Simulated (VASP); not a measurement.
# Li2TaO3 (P6/mmm) in VASP: notebook

Runs on Li2TaO3. Level: PBE. Tasks: single point, relaxation of cell and atoms.

Program: VASP 6.6.1. These are calculated values, not measurements. Logs are shortened: lines on timing, memory, paths and dates and some standing lists are left out, and cuts for length are marked.

**1. The cell of the first run**

It takes space group P6/mmm (No. 191, hexagonal). Conventional cell: a = 4.632 Å, b = 4.632 Å, c = 3.603 Å, α = 90.00°, β = 90.00°, γ = 120.00°. Li (site symmetry -6m2) has 6 O at 2.24 Å and 3 Li at 2.67 Å and 3 Ta at 2.67 Å within 3.0 Å. Ta (site symmetry 6/mmm) has 6 Li at 2.67 Å and 12 O at 2.93 Å within 3.5 Å. O (site symmetry mmm) has 4 Li at 2.24 Å and 4 O at 2.32 Å and 4 Ta at 2.93 Å within 3.0 Å.

**2. Single point, PBE**

The input, INCAR:

```
SYSTEM = Li2TaO3
PREC = Accurate ; ENCUT = 520
EDIFF = 1E-6 ; ISMEAR = 0
SIGMA = 0.1 ; LREAL = .FALSE.
LASPH = .TRUE. ; NELM = 60
ALGO = Normal ; ISIF = 2
LWAVE = .FALSE. ; LCHARG = .FALSE.
GGA = PE ; NBANDS = 26
```

The input, KPOINTS:

```
Automatic mesh
0
G
  6 6 6
  0 0 0
```

The input, POSCAR:

```
Li2TaO3
1.0
    4.6320503000      0.0000000000      0.0000000000
   -2.3160251500      4.0114732300      0.0000000000
    0.0000000000      0.0000000000      3.6026934900
Li Ta O
2 1 3
Direct
    0.6666666700      0.3333333300      0.0000000000
    0.3333333300      0.6666666700      0.0000000000
    0.0000000000      0.0000000000      0.0000000000
    0.5000000000      0.0000000000      0.5000000000
    0.5000000000      0.5000000000      0.5000000000
    0.0000000000      0.5000000000      0.5000000000
```

Potentials or basis: VASP PAW PBE potentials, release 64 (Li_sv, Ta_pv, O).

Launch:

```console
> cat potpaw_PBE.64/Li_sv/POTCAR potpaw_PBE.64/Ta_pv/POTCAR potpaw_PBE.64/O/POTCAR > POTCAR
> mpirun -np 1 vasp_std > vasp.out
```

OUTCAR:

```text
SYSTEM = Li2TaO3
   PREC = Accurate
   ENCUT = 520
   EDIFF = 1E-6
   ISMEAR = 0
   LREAL = .FALSE.
   LASPH = .TRUE.
   NELM = 60
   ISIF = 2
   GGA = PE

 ion  position               nearest neighbor table
   1  0.667  0.333  0.000-   4 2.24   4 2.24   6 2.24   6 2.24   5 2.24   5 2.24   3 2.67   3 2.67
                             3 2.67
   2  0.333  0.667  0.000-   4 2.24   4 2.24   6 2.24   6 2.24   5 2.24   5 2.24   3 2.67   3 2.67
                             3 2.67
   3  0.000  0.000  0.000-   1 2.67   2 2.67   2 2.67   1 2.67   1 2.67   2 2.67
   4  0.500  0.000  0.500-   1 2.24   2 2.24   1 2.24   2 2.24
   5  0.500  0.500  0.500-   1 2.24   2 2.24   1 2.24   2 2.24
   6  0.000  0.500  0.500-   1 2.24   2 2.24   1 2.24   2 2.24

  LATTYP: Found a hexagonal cell.
 ALAT       =     4.6320503000
 C/A-ratio  =     0.7777751226

  Lattice vectors:

 A1 = (   4.6320503000,   0.0000000000,   0.0000000000)
 A2 = (  -2.3160251500,   4.0114732300,   0.0000000000)
 A3 = (   0.0000000000,   0.0000000000,   3.6026934900)

Analysis of symmetry for initial positions (statically):
=====================================================================
 Subroutine PRICEL returns:
 Original cell was already a primitive cell.

 Routine SETGRP: Setting up the symmetry group for a
 hexagonal supercell.

 Subroutine GETGRP returns: Found 24 space group operations
 (whereof 24 operations were pure point group operations)
 out of a pool of 24 trial point group operations.

The static configuration has the point symmetry D_6h.

Analysis of symmetry for dynamics (positions and initial velocities):
=====================================================================
 Subroutine PRICEL returns:
 Original cell was already a primitive cell.

 Routine SETGRP: Setting up the symmetry group for a
 hexagonal supercell.

 Subroutine GETGRP returns: Found 24 space group operations
 (whereof 24 operations were pure point group operations)
 out of a pool of 24 trial point group operations.

The dynamic configuration has the point symmetry D_6h.

 Subroutine INISYM returns: Found 24 space group operations
 (whereof 24 operations are pure point group operations),
 and found     1 'primitive' translations

----------------------------------------------------------------------------------------

                                     Primitive cell

  volume of cell :      66.9429
[... 94 lines left out ...]
   LASPH  =      T    aspherical Exc in radial PAW
   ENCUT  =  520.0 eV  38.22 Ry    6.18 a.u.   8.61  8.61  6.70*2*pi/ulx,y,z
   NELM   =     60;   NELMIN=  2; NELMDL= -5     # of ELM steps
   EDIFF  = 0.1E-05   stopping-criterion for ELM
   LREAL  =      F    real-space projection
   EDIFFG = 0.1E-04   stopping-criterion for IOM
   NSW    =      0    number of steps for IOM
   IBRION =     -1    ionic relax: 0-MD 1-quasi-New 2-CG
   NFREE  =      0    steps in history (QN), initial steepest desc. (CG)
   ISIF   =      2    stress and relaxation
   ISYM   =      2    0-nonsym 1-usesym 2-fastsym
   POTIM  = 0.5000    time-step for ionic-motion
   TEBEG  =    0.0;   TEEND  =   0.0 temperature during run
   PSTRESS=    0.0 pullay stress
   NELECT =      35.0000    total number of electrons
   NUPDOWN=      -1.0000    fix difference up-down
   EMIN   =  10.00;   EMAX   =-10.00  energy-range for DOS
   EFERMI =   0.00;   METHOD = LEGACY
   ISMEAR =     0;   SIGMA  =   0.10  broadening in eV -4-tet -1-fermi 0-gaus
   EFERMI_NEDOS =   21; number of points for ismear=-14 and -15
   IALGO  =     38    algorithm
   IMIX   =      4    mixing-type and parameters
     AMIX     =   0.40;   BMIX     =  1.00
     AMIX_MAG =   1.60;   BMIX_MAG =  1.00
  volume/ion in A,a.u.               =      11.16        75.29
  Fermi-wavevector in a.u.,A,eV,Ry     =   1.318852  2.492269 23.665569  1.739370
  Thomas-Fermi vector in A             =   2.448792
   LORBIT       =      0    0 simple, 1 ext, 2 COOP (PROOUT), +10 PAW based schemes
   GGA     = PE    functional components
   LHFCALC =     F    Hartree Fock is set to
   AEXX    =    0.0000 exact exchange contribution
   IVDW    =     0    specifies the selected vdW correction
   LEPSILON=     F    determine dielectric tensor
   LRPA    =     F    only Hartree local field effects (RPA)
 non-spin polarized calculation
 Gauss-broadening in eV      SIGMA  =   0.10
  energy-cutoff  :      520.00
  volume of cell :       66.94
 maximum number of plane-waves:      1824
 NGX is ok and might be reduce to    36
   NGX = 17   NGY = 17   NGZ = 13

 number of electron      34.9999992 magnetization

 Free energy of the ion-electron system (eV)
  ---------------------------------------------------
  ext. energy  EPLUGINS =         0.00000000
  ---------------------------------------------------
  free energy    TOTEN  =       -28.90716816 eV

  energy without entropy =      -28.86857306  energy(sigma->0) =      -28.88787061

 E-fermi :   3.6254     XC(G=0): -10.7281

 val. band max:        3.6176547590   @ k =   0.1667   0.1667   0.3333
 cond. band min:       3.6380287490   @ k =   0.1667   0.1667   0.3333
 fundamental gap:      0.0203739900
 Fermi energy:         3.6253952875

 k-point     1 :       0.0000    0.0000    0.0000
  band No.  band energies     occupation
      1     -41.6948      2.00000
      2     -41.6507      2.00000
      3     -32.4820      2.00000
      4     -32.4820      2.00000
      5     -32.3941      2.00000
      6     -15.2822      2.00000
[... 685 lines left out ...]
     25       9.2444      0.00000
     26       9.8284      0.00000

 [... further k-points ...]
[... 5 lines left out ...]
  --------------------------------------------------------------------------------------
  -------------------------------------------------------------------------------------
  Total        3.3947516      3.3947516    -23.4505385      0.0000000     -0.0000000      0.0000000
  in kB       81.2482654     81.2482654   -561.2533182      0.0000000     -0.0000000      0.0000000
  external PRESSURE =    -132.9189291 kB  Pullay stress =       0.0000000 kB

 VOLUME and BASIS-vectors are now :
 -----------------------------------------------------------------------------
  energy-cutoff  :      520.00
  volume of cell :       66.94
      direct lattice vectors                 reciprocal lattice vectors
     4.632050300  0.000000000  0.000000000     0.215887120  0.124642487  0.000000000
    -2.316025150  4.011473230  0.000000000     0.000000000  0.249284974  0.000000000
     0.000000000  0.000000000  3.602693490     0.000000000  0.000000000  0.277570102

 POSITION                                       TOTAL-FORCE (eV/Angst)
 -----------------------------------------------------------------------------------
      2.31603      1.33716      0.00000        -0.000000      0.000000      0.000000
     -0.00000      2.67432      0.00000         0.000000     -0.000000      0.000000
      0.00000      0.00000      0.00000         0.000000      0.000000      0.000000
      2.31603      0.00000      1.80135         0.000000      0.000000      0.000000
      1.15801      2.00574      1.80135         0.000000      0.000000      0.000000
     -1.15801      2.00574      1.80135         0.000000      0.000000      0.000000
 -----------------------------------------------------------------------------------
    total drift:                               -0.000000      0.000000      0.000000

  FREE ENERGIE OF THE ION-ELECTRON SYSTEM (eV)
  ---------------------------------------------------
  free  energy   TOTEN  =       -28.9071681592 eV

  energy  without entropy=      -28.8685730571  energy(sigma->0) =      -28.88787061
```

OSZICAR:

```text
N       E                     dE             d eps       ncg     rms          rms(c)
DAV:   1     0.272400333268E+03    0.27240E+03   -0.17935E+04  1456   0.139E+03
DAV:   2    -0.187997377926E+02   -0.29120E+03   -0.27514E+03  1816   0.370E+02
DAV:   3    -0.399415088351E+02   -0.21142E+02   -0.20910E+02  2106   0.885E+01
[... 18 lines left out ...]
DAV:  22    -0.289071903980E+02    0.38090E-04   -0.81488E-05  1846   0.384E-02    0.736E-02
DAV:  23    -0.289071685479E+02    0.21850E-04   -0.50099E-05  1588   0.248E-02    0.284E-02
DAV:  24    -0.289071666105E+02    0.19374E-05   -0.16822E-05  1416   0.137E-02    0.326E-03
DAV:  25    -0.289071678036E+02   -0.11931E-05   -0.41030E-07   768   0.346E-03    0.758E-04
DAV:  26    -0.289071681592E+02   -0.35562E-06   -0.11406E-07   770   0.181E-03
   1 F= -.28907168E+02 E0= -.28887871E+02  d E =-.385951E-01
```

It took 1.9 min on 1 thread of AMD EPYC 7R13, shared host; peak memory 0.17 GiB.

What came out:

| Item | Value |
| --- | --- |
| Free energy | -28.9072 eV |

Levels at points of the mesh, in eV from the Fermi level:
```tsv
k point	band 14	band 15	band 16	band 17	band 18	band 19	band 20	band 21	band 22	band 23
(0.00, 0.00, 0.00)	-2.24	-1.71	-1.39	-0.80	-0.80	-0.39	0.43	0.43	0.75	0.75
(0.50, 0.00, 0.00)	-2.80	-2.52	-2.25	-1.16	-0.28	0.21	0.98	1.24	1.70	1.76
(0.00, 0.00, 0.50)	-4.09	-0.35	0.32	0.32	0.98	1.02	1.02	1.95	1.95	3.72
(0.50, 0.00, 0.50)	-3.16	-2.27	-2.08	-0.40	-0.11	0.26	0.31	1.03	1.66	2.96
```

Caveat: the cutoff is under 1.25 times the usual one of these potentials, so pressure, stress and relaxed cells hold a basis-set (Pulay) error; spin-orbit coupling is left out, which moves the levels of the heavy elements; an odd number of electrons without spin polarisation forces a metal; a magnetic or distorted state may lie lower.

**3. Single point, PBE, collinear spin, ferromagnetic start**

This run uses another cell than the first one, of 8.77 Å³/atom, 0.786 times its volume.

The input, INCAR:

```
PREC = Accurate ; ENCUT = 520
EDIFF = 1E-7 ; ISMEAR = 0
SIGMA = 0.1 ; LREAL = False
LASPH = True ; NELM = 150
ALGO = Normal ; ISIF = 2
LWAVE = False ; LCHARG = False
ISPIN = 2 ; MAGMOM = 0 0 1 0 0 0
LORBIT = 11 ; LMAXMIX = 4
GGA = PE ; NBANDS = 30
```

The input, KPOINTS:

```
regular mesh
0
Gamma
  6 6 6
```

The input, POSCAR:

```
Li2TaO3
1.0
    4.8031617486      0.0000000000      0.0000000000
   -2.4015808743      4.1596600928      0.0000000000
    0.0000000000      0.0000000000      2.6330804773
Li Ta O
2 1 3
Direct
    0.6666666667      0.3333333333      0.0000000000
    0.3333333333      0.6666666667      0.0000000000
    0.0000000000      0.0000000000      0.0000000000
    0.5000000000      0.0000000000      0.5000000000
    0.5000000000      0.5000000000      0.5000000000
    0.0000000000      0.5000000000      0.5000000000
```

Potentials or basis: VASP PAW PBE potentials, release 64 (Li_sv, Ta_pv, O).

Launch:

```console
> cat potpaw_PBE.64/Li_sv/POTCAR potpaw_PBE.64/Ta_pv/POTCAR potpaw_PBE.64/O/POTCAR > POTCAR
> mpirun -np 1 vasp_std > vasp.out
```

Wall time 4.4 min (1 thread of AMD EPYC 7R13, shared host); peak memory 0.2 GiB.

The run converged. Its results:

- Free energy: -34.3150 eV
- Net moment: 0.00 μB per cell
- Valence electrons inside the program's atomic spheres: Li 2.15; Ta 8.49; O 4.92

Levels at points of the mesh, in eV from the Fermi level:
Spin up:
```
           k point  band 16  band 17  band 18  band 19  band 20  band 21
(0.00, 0.00, 0.00)    -0.59    -0.03    -0.03     0.02     0.02     0.61
(0.50, 0.00, 0.00)    -1.07    -0.71    -0.27     0.44     2.40     3.42
(0.00, 0.00, 0.50)     0.13     0.13     1.72     1.72     1.96     1.96
(0.50, 0.00, 0.50)    -2.07    -1.44     0.28     0.35     0.38     1.23
```
Spin down:
```csv
k point,band 16,band 17,band 18,band 19,band 20,band 21
"(0.00, 0.00, 0.00)",-0.59,-0.03,-0.03,0.02,0.02,0.61
"(0.50, 0.00, 0.00)",-1.07,-0.71,-0.27,0.44,2.40,3.42
"(0.00, 0.00, 0.50)",0.13,0.13,1.72,1.72,1.96,1.96
"(0.50, 0.00, 0.50)",-2.07,-1.44,0.28,0.35,0.38,1.23
```

Caveat: the k points lie up to 0.40 Å⁻¹ apart; the cutoff is under 1.25 times the usual one of these potentials, so pressure, stress and relaxed cells hold a basis-set (Pulay) error; spin-orbit coupling is left out, which moves the levels of the heavy elements.

**4. Single point, PBE, collinear spin, ferromagnetic start**

The input, INCAR:

```
SYSTEM = Li2TaO3
ALGO = Normal ; EDIFF = 1E-7
ENCUT = 520 ; GGA = PE
ISIF = 2 ; ISMEAR = 0
ISPIN = 2 ; LASPH = .TRUE.
LCHARG = .FALSE. ; LMAXMIX = 4
LORBIT = 11 ; LREAL = .FALSE.
LWAVE = .FALSE. ; MAGMOM = 0 0 1 0 0 0
NBANDS = 30 ; NELM = 150
PREC = Accurate ; SIGMA = 0.1
```

The input, KPOINTS:

```
k-points
0
G
  6 6 6
  0 0 0
```

The input, POSCAR:

```
Li2TaO3
1.0
    4.6320503000      0.0000000000      0.0000000000
   -2.3160251500      4.0114732300      0.0000000000
    0.0000000000      0.0000000000      3.6026934900
Li Ta O
2 1 3
Direct
    0.6666666700      0.3333333300      0.0000000000
    0.3333333300      0.6666666700      0.0000000000
    0.0000000000      0.0000000000      0.0000000000
    0.5000000000      0.0000000000      0.5000000000
    0.5000000000      0.5000000000      0.5000000000
    0.0000000000      0.5000000000      0.5000000000
```

Launch:

```console
> cat potpaw_PBE.64/Li_sv/POTCAR potpaw_PBE.64/Ta_pv/POTCAR potpaw_PBE.64/O/POTCAR > POTCAR
> mpirun -np 1 vasp_std > vasp.out
```

It took 8.5 min on 1 thread of AMD EPYC 7R13, shared host; peak memory 0.23 GiB.

It converged, with:

| Item | Value |
| --- | --- |
| Free energy | -29.0397 eV |
| Net moment | -1.51 μB per cell |
| Site moments | Li +0.00; Ta -0.01; O -0.47 μB |
| Valence electrons inside the program's atomic spheres | Li 2.10; Ta 8.39; O 4.77 |

Levels at points of the mesh, in eV from the Fermi level:
Spin up:
| k point | band 14 | band 15 | band 16 | band 17 | band 18 | band 19 | band 20 | band 21 |
| --- | --- | --- | --- | --- | --- | --- | --- | --- |
| (0.00, 0.00, 0.00) | -1.85 | -1.63 | -1.33 | -0.73 | -0.73 | 0.16 | 0.74 | 0.74 |
| (0.50, 0.00, 0.00) | -2.38 | -2.18 | -1.29 | -1.10 | -0.15 | 1.09 | 1.29 | 1.33 |
| (0.00, 0.00, 0.50) | -3.85 | 0.21 | 1.11 | 1.19 | 1.19 | 1.29 | 1.29 | 2.19 |
| (0.50, 0.00, 0.50) | -2.45 | -1.48 | -1.34 | -0.34 | -0.07 | 0.31 | 1.19 | 1.32 |
Spin down:
```
           k point  band 14  band 15  band 16  band 17  band 18  band 19  band 20  band 21  band 22  band 23
(0.00, 0.00, 0.00)    -2.27    -1.62    -1.34    -0.79    -0.79    -0.56    -0.06    -0.06     0.82     0.82
(0.50, 0.00, 0.00)    -2.94    -2.66    -2.53    -1.12    -0.29    -0.24     0.91     1.29     1.67     1.80
(0.00, 0.00, 0.50)    -4.08    -0.51    -0.16    -0.16     0.97     0.99     0.99     1.93     1.93     3.78
(0.50, 0.00, 0.50)    -3.38    -2.68    -2.29    -0.38    -0.13    -0.11     0.32     1.02     1.66     3.03
```

Caveat: the cutoff is under 1.25 times the usual one of these potentials, so pressure, stress and relaxed cells hold a basis-set (Pulay) error; spin-orbit coupling is left out, which moves the levels of the heavy elements.

**5. Relaxation of cell and atoms, PBE, collinear spin, ferromagnetic start**

The input, INCAR:

```
PREC = Accurate
ENCUT = 600
EDIFF = 1E-6
ISMEAR = 0
SIGMA = 0.1
LREAL = False
LASPH = True
NELM = 150
ALGO = Normal
ISIF = 3
LWAVE = False
LCHARG = False
ISPIN = 2
MAGMOM = 0 0 1 0 0 0
LORBIT = 11
LMAXMIX = 4
GGA = PE
IBRION = 2
NSW = 90
EDIFFG = -0.04
```

The input, KPOINTS:

```
regular mesh
0
Gamma
  6 6 6
```

POSCAR is that of step 4.

Launch:

```console
> cat potpaw_PBE.64/Li_sv/POTCAR potpaw_PBE.64/Ta_pv/POTCAR potpaw_PBE.64/O/POTCAR > POTCAR
> mpirun -np 1 vasp_std > vasp.out
```

Run time: 16 min. Hardware: 1 thread of AMD EPYC 7R13, shared host; peak memory 0.28 GiB.

It converged, with:

```yaml
Free_energy: -34.3516 eV
Relaxed_volume: 8.79 Å³/atom
Relaxed_cell: a = 4.808 Å, b = 4.808 Å, c = 2.634 Å, α = 90.00°, β = 90.00°, γ = 120.00°
Space_group_after_relaxing_to_0.05_Å: P6/mmm (No. 191)
Energy_gained_by_relaxing: 907.0 meV/atom
Ionic_steps: 5
Pressure_after_relaxing: -0.6 GPa
Net_moment: 0.00 μB per cell
Valence_electrons_inside_the_program's_atomic_spheres: Li 2.15; Ta 8.49; O 4.92
```

Stress tensor (GPa, compression positive):
```
-0.65  0.00  0.00
 0.00 -0.65  0.00
 0.00  0.00 -0.45
```

The path:
```tsv
step	energy change (eV)	largest force (eV/Å)	pressure (GPa)	volume (Å³)
1	0.0000	0.0000	-13.45	66.94
2	-4.5750	0.0000	-11.19	57.23
3	-5.4011	0.0000	-3.53	53.60
4	-5.4341	0.0000	0.96	52.33
5	-5.4417	0.0000	-0.59	52.73
```

Final structure:
```
CELL_PARAMETERS angstrom
4.80821 0.00000 0.00000
-2.40411 4.16404 0.00000
0.00000 0.00000 2.63365
ATOMIC_POSITIONS crystal
Li 0.66667 0.33333 0.00000
Li 0.33333 0.66667 0.00000
Ta 0.00000 0.00000 0.00000
O 0.50000 0.00000 0.50000
O 0.50000 0.50000 0.50000
O 0.00000 0.50000 0.50000
```

Levels at points of the mesh, in eV from the Fermi level:
Spin up:
```tsv
k point	band 16	band 17	band 18	band 19	band 20	band 21
(0.00, 0.00, 0.00)	-0.58	-0.03	-0.03	0.02	0.02	0.60
(0.50, 0.00, 0.00)	-1.05	-0.70	-0.27	0.44	2.39	3.42
(0.00, 0.00, 0.50)	0.13	0.13	1.71	1.71	1.95	1.95
(0.50, 0.00, 0.50)	-2.06	-1.44	0.28	0.36	0.39	1.22
```
Spin down:
| k point | band 15 | band 16 | band 17 | band 18 | band 19 | band 20 | band 21 | band 22 |
| --- | --- | --- | --- | --- | --- | --- | --- | --- |
| (0.00, 0.00, 0.00) | -0.58 | -0.58 | -0.03 | -0.03 | 0.02 | 0.02 | 0.60 | 3.20 |
| (0.50, 0.00, 0.00) | -1.69 | -1.05 | -0.70 | -0.27 | 0.44 | 2.39 | 3.42 | 3.72 |
| (0.00, 0.00, 0.50) | -0.47 | 0.13 | 0.13 | 1.71 | 1.71 | 1.95 | 1.95 | 3.72 |
| (0.50, 0.00, 0.50) | -2.20 | -2.06 | -1.44 | 0.28 | 0.36 | 0.39 | 1.22 | 2.67 |

Caveat: the cutoff is under 1.25 times the usual one of these potentials, so pressure, stress and relaxed cells hold a basis-set (Pulay) error; the volume moved by over 15 % at a fixed basis, so the end points are rough; spin-orbit coupling is left out, which moves the levels of the heavy elements.

**6. Overview**

| task | spin | cell | cutoff (eV) | gap on the mesh (eV) | moment (μB) |
| --- | --- | --- | --- | --- | --- |
| single point | off | a = 4.632, b = 4.632, c = 3.603 Å, angles 90.0, 90.0, 120.0°, 6 atoms | 520 | none | - |
| single point | collinear, ferromagnetic start | a = 4.803, b = 4.803, c = 2.633 Å, angles 90.0, 90.0, 120.0°, 6 atoms | 520 | none | 0.00 |
| single point | collinear, ferromagnetic start | a = 4.632, b = 4.632, c = 3.603 Å, angles 90.0, 90.0, 120.0°, 6 atoms | 520 | none | 1.51 |
| relaxation of cell and atoms | collinear, ferromagnetic start | relaxed from a = 4.632, b = 4.632, c = 3.603 Å, angles 90.0, 90.0, 120.0°, 6 atoms | 600 | none | 0.00 |

Alike in all rows: level PBE; potentials or basis VASP PAW PBE potentials, release 64 (Li_sv, Ta_pv, O); k mesh 6 × 6 × 6; smearing gaussian 0.1 eV.

Caveats: some runs use coarse meshes; the cutoff is under 1.25 times the usual one of these potentials, so pressure, stress and relaxed cells hold a basis-set (Pulay) error; spin-orbit coupling is left out, which moves the levels of the heavy elements; an odd number of electrons without spin polarisation forces a metal (some runs); a magnetic or distorted state may lie lower (some runs); the volume moved by over 15 % at a fixed basis, so the end points are rough (some runs).

Absolute energies hang on the potentials; compare differences alone.
